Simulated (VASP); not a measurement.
# AlCo in VASP: further runs

AlCo is run at these levels: PBEsol; tasks: single point.

Program: VASP 6.6.1. These are calculated values, not measurements. Logs are shortened: lines on timing, memory, paths and dates and some standing lists are left out, and cuts for length are marked.

## 1. The cell of the first run

It takes space group Pm-3m (No. 221, cubic). The conventional cell has a = 2.904 Å, b = 2.904 Å, c = 2.904 Å, α = 90.00°, β = 90.00°, γ = 90.00°. Within 3.3 Å of Al (site symmetry m-3m) lie 8 Co at 2.51 Å and 6 Al at 2.90 Å. Co (site symmetry m-3m) has 8 Al at 2.51 Å and 6 Co at 2.90 Å within 3.3 Å.

## 2. Single point, PBEsol (strain +0.030 along x and y, +0.030 along z)

The input, INCAR:

```
SYSTEM = AlCo
PREC     = Accurate       ! precision mode
ENCUT    = 520            ! plane-wave cutoff, eV
EDIFF    = 1E-6           ! SCF threshold, eV
ISMEAR   = 0              ! smearing method
SIGMA    = 0.15           ! smearing width, eV
LREAL    = .FALSE.        ! projectors in reciprocal space
LASPH    = .TRUE.         ! aspherical terms in the spheres
NELM     = 80             ! most SCF steps
ALGO     = Normal         ! electronic algorithm
ISIF     = 2              ! what is computed and relaxed
LWAVE    = .FALSE.        ! write WAVECAR
LCHARG   = .FALSE.        ! write CHGCAR
GGA      = PS             ! functional
NBANDS   = 13             ! bands
```

The input, KPOINTS:

```
regular mesh
0
G
  16 16 16
  0 0 0
```

The input, POSCAR:

```
AlCo
1.0
    2.9039853063      0.0000000000      0.0000000000
    0.0000000000      2.9039853063      0.0000000000
    0.0000000000      0.0000000000      2.9039853063
Al Co
1 1
Direct
    0.0000000000      0.0000000000      0.0000000000
    0.5000000000      0.5000000000      0.5000000000
```

Potentials or basis: VASP PAW PBE potentials, release 64 (Al, Co).

The run is started by

```sh
$ cat potpaw_PBE.64/Al/POTCAR potpaw_PBE.64/Co/POTCAR > POTCAR
$ mpirun -np 1 vasp_std > vasp.out
```

OUTCAR:

```text
SYSTEM = AlCo
   PREC = Accurate
   ENCUT = 520
   EDIFF = 1E-6
   ISMEAR = 0
   LREAL = .FALSE.
   LASPH = .TRUE.
   NELM = 80
   ISIF = 2
   GGA = PS

 ion  position               nearest neighbor table
   1  0.000  0.000  0.000-   2 2.51   2 2.51   2 2.51   2 2.51   2 2.51   2 2.51   2 2.51   2 2.51

   2  0.500  0.500  0.500-   1 2.51   1 2.51   1 2.51   1 2.51   1 2.51   1 2.51   1 2.51   1 2.51

  LATTYP: Found a simple cubic cell.
 ALAT       =     2.9039853063

  Lattice vectors:

 A1 = (   2.9039853063,   0.0000000000,   0.0000000000)
 A2 = (   0.0000000000,   2.9039853063,   0.0000000000)
 A3 = (   0.0000000000,   0.0000000000,   2.9039853063)

Analysis of symmetry for initial positions (statically):
=====================================================================
 Subroutine PRICEL returns:
 Original cell was already a primitive cell.

 Routine SETGRP: Setting up the symmetry group for a
 simple cubic supercell.

 Subroutine GETGRP returns: Found 48 space group operations
 (whereof 48 operations were pure point group operations)
 out of a pool of 48 trial point group operations.

The static configuration has the point symmetry O_h .

Analysis of symmetry for dynamics (positions and initial velocities):
=====================================================================
 Subroutine PRICEL returns:
 Original cell was already a primitive cell.

 Routine SETGRP: Setting up the symmetry group for a
 simple cubic supercell.

 Subroutine GETGRP returns: Found 48 space group operations
 (whereof 48 operations were pure point group operations)
 out of a pool of 48 trial point group operations.

The dynamic configuration has the point symmetry O_h .

 Subroutine INISYM returns: Found 48 space group operations
 (whereof 48 operations are pure point group operations),
 and found     1 'primitive' translations

----------------------------------------------------------------------------------------

                                     Primitive cell

  volume of cell :      24.4897

  direct lattice vectors                    reciprocal lattice vectors
     2.903985306  0.000000000  0.000000000     0.344354359  0.000000000  0.000000000
     0.000000000  2.903985306  0.000000000     0.000000000  0.344354359  0.000000000
     0.000000000  0.000000000  2.903985306     0.000000000  0.000000000  0.344354359

  length of vectors
     2.903985306  2.903985306  2.903985306     0.344354359  0.344354359  0.344354359

  position of ions in fractional coordinates (direct lattice)
     0.000000000  0.000000000  0.000000000
     0.500000000  0.500000000  0.500000000

  ion indices of the primitive-cell ions
   primitive index   ion index
                 1           1
                 2           2

----------------------------------------------------------------------------------------

 KPOINTS: regular mesh

Automatic generation of k-mesh.
 Grid dimensions read from file:
 generate k-points for:   16   16   16

 Generating k-lattice:

  Cartesian coordinates                     Fractional coordinates (reciprocal lattice)
     0.021522147  0.000000000  0.000000000     0.062500000  0.000000000  0.000000000
     0.000000000  0.021522147  0.000000000     0.000000000  0.062500000  0.000000000
     0.000000000  0.000000000  0.021522147     0.000000000  0.000000000  0.062500000

  Length of vectors
     0.021522147  0.021522147  0.021522147

  Shift w.r.t. Gamma in fractional coordinates (k-lattice)
     0.000000000  0.000000000  0.000000000

 Subroutine IBZKPT returns following result:
 ===========================================

 Found    165 irreducible k-points:

 Following reciprocal coordinates:
            Coordinates               Weight
  0.000000  0.000000  0.000000      1.000000
  0.062500  0.000000  0.000000      6.000000
  0.125000  0.000000  0.000000      6.000000
  0.187500  0.000000  0.000000      6.000000
  0.250000  0.000000  0.000000      6.000000
  0.312500  0.000000  0.000000      6.000000
[... 16 lines left out ...]
  0.437500  0.125000  0.000000     24.000000
  0.500000  0.125000  0.000000     12.000000
 [... further k-points ...]
   k-points           NKPTS =    165   k-points in BZ     NKDIM =    165   number of bands    NBANDS=     13
   number of dos      NEDOS =    301   number of ions     NIONS =      2
   total plane-waves  NPLWV =  13824
   dimension x,y,z NGX =    24 NGY =   24 NGZ =   24
   dimension x,y,z NGXF=    48 NGYF=   48 NGZF=   48
   ions per type =               1   1
   NGX,Y,Z   is equivalent  to a cutoff of  13.74, 13.74, 13.74 a.u.
   NGXF,Y,Z  is equivalent  to a cutoff of  27.48, 27.48, 27.48 a.u.
 SYSTEM =  AlCo
   PREC   = accura    normal or accurate (medium, high low for compatibility)
   ISTART =      0    job   : 0-new  1-cont  2-samecut
   ICHARG =      2    charge: 1-file 2-atom 10-const
   ISPIN  =      1    spin polarized calculation?
   LNONCOLLINEAR =      F non collinear calculations
   LSORBIT =      F    spin-orbit coupling
   LASPH  =      T    aspherical Exc in radial PAW
   ENCUT  =  520.0 eV  38.22 Ry    6.18 a.u.   5.40  5.40  5.40*2*pi/ulx,y,z
   NELM   =     80;   NELMIN=  2; NELMDL= -5     # of ELM steps
   EDIFF  = 0.1E-05   stopping-criterion for ELM
   LREAL  =      F    real-space projection
   EDIFFG = 0.1E-04   stopping-criterion for IOM
   NSW    =      0    number of steps for IOM
   IBRION =     -1    ionic relax: 0-MD 1-quasi-New 2-CG
   NFREE  =      0    steps in history (QN), initial steepest desc. (CG)
   ISIF   =      2    stress and relaxation
   ISYM   =      2    0-nonsym 1-usesym 2-fastsym
   POTIM  = 0.5000    time-step for ionic-motion
   TEBEG  =    0.0;   TEEND  =   0.0 temperature during run
   PSTRESS=    0.0 pullay stress
   NELECT =      12.0000    total number of electrons
   NUPDOWN=      -1.0000    fix difference up-down
   EMIN   =  10.00;   EMAX   =-10.00  energy-range for DOS
   EFERMI =   0.00;   METHOD = LEGACY
   ISMEAR =     0;   SIGMA  =   0.15  broadening in eV -4-tet -1-fermi 0-gaus
   EFERMI_NEDOS =   21; number of points for ismear=-14 and -15
   IALGO  =     38    algorithm
   IMIX   =      4    mixing-type and parameters
     AMIX     =   0.40;   BMIX     =  1.00
     AMIX_MAG =   1.60;   BMIX_MAG =  1.00
  volume/ion in A,a.u.               =      12.24        82.63
  Fermi-wavevector in a.u.,A,eV,Ry     =   1.290647  2.438969 22.664175  1.665770
  Thomas-Fermi vector in A             =   2.422466
   LORBIT       =      0    0 simple, 1 ext, 2 COOP (PROOUT), +10 PAW based schemes
   GGA     = PS    functional components
   LHFCALC =     F    Hartree Fock is set to
   AEXX    =    0.0000 exact exchange contribution
   IVDW    =     0    specifies the selected vdW correction
   LEPSILON=     F    determine dielectric tensor
   LRPA    =     F    only Hartree local field effects (RPA)
 non-spin polarized calculation
 Gauss-broadening in eV      SIGMA  =   0.15
  energy-cutoff  :      520.00
  volume of cell :       24.49
 maximum number of plane-waves:       691
 NGX is ok and might be reduce to    24
   NGX = 11   NGY = 11   NGZ = 11

 number of electron      12.0000007 magnetization

 Free energy of the ion-electron system (eV)
  ---------------------------------------------------
  ext. energy  EPLUGINS =         0.00000000
  ---------------------------------------------------
  free energy    TOTEN  =       -12.99478147 eV

  energy without entropy =      -12.98363490  energy(sigma->0) =      -12.98920819

 E-fermi :   9.6897     XC(G=0): -12.1104

 val. band max:        9.6613980144   @ k =   0.5000   0.3750   0.0625
 cond. band min:       9.7001744720   @ k =   0.4375   0.3750   0.3750
 fundamental gap:      0.0387764577
 Fermi energy:         9.6897443847

 k-point     1 :       0.0000    0.0000    0.0000
  band No.  band energies     occupation
      1      -0.9776      2.00000
      2       6.9745      2.00000
      3       6.9745      2.00000
      4       8.9589      2.00000
      5       8.9589      2.00000
      6       8.9589      2.00000
      7      15.3989      0.00000
      8      15.3989      0.00000
      9      15.3989      0.00000
     10      18.2387      0.00000
     11      18.2387      0.00000
     12      23.7797      0.00000
     13      30.6212      0.00000

 k-point     2 :       0.0625    0.0000    0.0000
  band No.  band energies     occupation
      1      -0.9064      2.00000
      2       6.9670      2.00000
      3       6.9935      2.00000
      4       8.9212      2.00000
      5       8.9212      2.00000
      6       8.9628      2.00000
      7      14.6893      0.00000
      8      15.4987      0.00000
      9      15.4987      0.00000
     10      18.2335      0.00000
     11      18.8864      0.00000
     12      24.0219      0.00000
     13      29.7614      0.00000

 k-point     3 :       0.1250    0.0000    0.0000
  band No.  band energies     occupation
      1      -0.6937      2.00000
      2       6.9285      2.00000
      3       7.0479      2.00000
      4       8.8177      2.00000
      5       8.8177      2.00000
      6       8.9738      2.00000
      7      13.4045      0.00000
      8      15.7890      0.00000
      9      15.7890      0.00000
     10      18.2178      0.00000
     11      19.9541      0.00000
     12      24.7898      0.00000
     13      28.2991      0.00000
[... 305 lines left out ...]
 k-point    23 :       0.4375    0.1250    0.0000
  band No.  band energies     occupation
      1       2.5566      2.00000
      2       4.4264      2.00000
      3       7.5396      2.00000
      4       8.0673      2.00000
      5       8.1968      2.00000
      6       8.9409      2.00000
      7       9.8945      0.05357
      8      16.4911      0.00000
      9      18.3456      0.00000
     10      19.6279      0.00000
     11      21.0908      0.00000
     12      21.7628      0.00000
     13      25.0370      0.00000

 k-point    24 :       0.5000    0.1250    0.0000
  band No.  band energies     occupation
      1       3.3006      2.00000
      2       3.6447      2.00000
      3       7.5738      2.00000
      4       8.0401      2.00000
      5       8.1710      2.00000
      6       8.9455      2.00000
      7       9.8368      0.16549
      8      16.8774      0.00000
      9      17.9844      0.00000
     10      20.4323      0.00000
     11      20.8705      0.00000
     12      20.9971      0.00000
     13      25.3988      0.00000

 [... further k-points ...]
[... 5 lines left out ...]
  --------------------------------------------------------------------------------------
  -------------------------------------------------------------------------------------
  Total       -2.0772530     -2.0772530     -2.0772530      0.0000000      0.0000000      0.0000000
  in kB     -135.8991467   -135.8991467   -135.8991467      0.0000000      0.0000000      0.0000000
  external PRESSURE =    -135.8991467 kB  Pullay stress =       0.0000000 kB

 VOLUME and BASIS-vectors are now :
 -----------------------------------------------------------------------------
  energy-cutoff  :      520.00
  volume of cell :       24.49
      direct lattice vectors                 reciprocal lattice vectors
     2.903985306  0.000000000  0.000000000     0.344354359  0.000000000  0.000000000
     0.000000000  2.903985306  0.000000000     0.000000000  0.344354359  0.000000000
     0.000000000  0.000000000  2.903985306     0.000000000  0.000000000  0.344354359

 POSITION                                       TOTAL-FORCE (eV/Angst)
 -----------------------------------------------------------------------------------
      0.00000      0.00000      0.00000         0.000000      0.000000      0.000000
      1.45199      1.45199      1.45199         0.000000      0.000000      0.000000
 -----------------------------------------------------------------------------------
    total drift:                                0.000000      0.000000     -0.000000

  FREE ENERGIE OF THE ION-ELECTRON SYSTEM (eV)
  ---------------------------------------------------
  free  energy   TOTEN  =       -12.9947814694 eV

  energy  without entropy=      -12.9836349050  energy(sigma->0) =      -12.98920819
```

Run time: 41 s. Hardware: 1 thread of Intel Xeon 8259CL, shared host; peak memory 0.18 GiB.

Results:

- Free energy: -12.9948 eV
- Pressure: -13.6 GPa
- Band gap on the k mesh: zero (bands 6 and 7 overlap by 2.61 eV)

Caveat: the cell differs from its parent crystal (strain +0.030 along x and y, +0.030 along z); the cell stands under tension; the PAW data sets were made with another functional, which shifts forces and pressure a little; the run has no spin polarisation, though such a crystal can be magnetic.

(Part 1 of 2 ends here.)
